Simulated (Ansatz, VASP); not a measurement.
**Ta: VASP beside Ansatz**

The input INCAR:

```
SYSTEM = Ta
  PREC = Accurate
  ENCUT = 520
  EDIFF = 1E-6
  ISMEAR = 0
  SIGMA = 0.1
  LREAL = .False.
  LASPH = .True.
  NELM = 100
  ALGO = Fast
  ISIF = 2
  LWAVE = .False.
  LCHARG = .False.
  GGA = PE
  NBANDS = 18
```

The input KPOINTS:

```
Automatic mesh
0
Gamma
  16 16 16
  0 0 0
```

POSCAR

```
Ta
1.0
    3.3190623908      0.0000000000      0.0000000000
    0.0000000000      3.3190623908      0.0000000000
    0.0000000000      0.0000000000      3.1199186473
Ta
2
Direct
    0.0000000000      0.0000000000      0.0000000000
    0.5000000000      0.5000000000      0.5000000000
```

Input for Ansatz:

```yaml
crystal:
  lattice:
    - [3.3190623908, 0.0, 0.0]
    - [0.0, 3.3190623908, 0.0]
    - [0.0, 0.0, 3.1199186473]
  atoms:
    - { symbol: Ta, position: [0.0, 0.0, 0.0] }
    - { symbol: Ta, position: [0.5, 0.5, 0.5] }
basis:
  ecutwfc: 420
kpoints:
  mp_grid: { grid: [16, 16, 16] }
hamiltonian:
  xc: pbe
scf:
  occupations: { method: gaussian, width: 0.1 }
output:
  forces: true
  stress: true
  eigenvalues: true
  write_density: true
  write_potential: true
  elf: true
  volumetric_format: npy
```

Change from the starting cell: strain along c alone, the other axes held, atoms relaxed: -6.0 %.

Alike in both runs: task single point; functional PBE; k mesh 16 × 16 × 16; occupations gaussian, width 0.1 eV; no spin polarisation.

```csv
,VASP,Ansatz
version,VASP 6.6.1,Ansatz 0.2.0
potentials or method,"VASP PAW PBE potentials, release 64 (Ta_pv), cutoff 520 eV","scalar-relativistic, plane waves, PAW"
valence electrons in the cell,22,26
```

Ansatz gave:

```
gap on the k mesh at the Fermi level (eV)                     : none
pressure (GPa)                                                : 14.0
traceless stress, the component that is largest in VASP (GPa) : 4.61
```

Question: Which values does VASP return?

Answer: gap on the k mesh at the Fermi level (eV): none; pressure (GPa): 14.2; traceless stress, the component that is largest in VASP (GPa): 4.59.

A gap of «none» marks a metal or a gap that the smearing closes. VASP's potentials hold 22 valence electrons a cell and Ansatz's 26, so a difference there can come from the potentials and not from the codes.

Spin-orbit coupling is off throughout.
